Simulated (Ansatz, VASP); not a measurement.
**SiC in VASP and in Ansatz**

```
Si C
1.0
     3.01291    0.00000    0.00000
    -1.50645    2.60925    0.00000
     0.00000    0.00000    9.86507
Si C
4 4
Direct
  0.00000 0.00000 0.18789
  0.00000 0.00000 0.68789
  0.33333 0.66667 0.43784
  0.66667 0.33333 0.93784
  0.00000 0.00000 0.00046
  0.00000 0.00000 0.50046
  0.33333 0.66667 0.24980
  0.66667 0.33333 0.74980
```

Alike in both runs: task single point; functional LDA; k mesh 10 × 10 × 3; occupations fermi-dirac, width 0.05 eV; no spin polarisation.

|  | VASP | Ansatz |
| --- | --- | --- |
| version | VASP 6.6.1 | Ansatz 0.2.0 |
| potentials or method | VASP PAW LDA potentials, release 64 (Si, C) | PseudoDojo standard (LDA files) |
| plane-wave cutoff (eV) | 520 | 1116 |
| valence electrons in the cell | 32 | 32 |

```csv
,VASP,Ansatz,Ansatz less VASP
gap on the k mesh at the Fermi level (eV),2.18,2.20,+0.025
least direct gap on the mesh (eV),3.32,3.35,+0.031
```

LDA's correlation is that of Perdew and Zunger in VASP and of Perdew and Wang (1992) in Ansatz.

Noted on Ansatz's run: odd divisions of the mesh miss points on the zone boundary, where band edges often lie, so the gap on the mesh can be too wide.
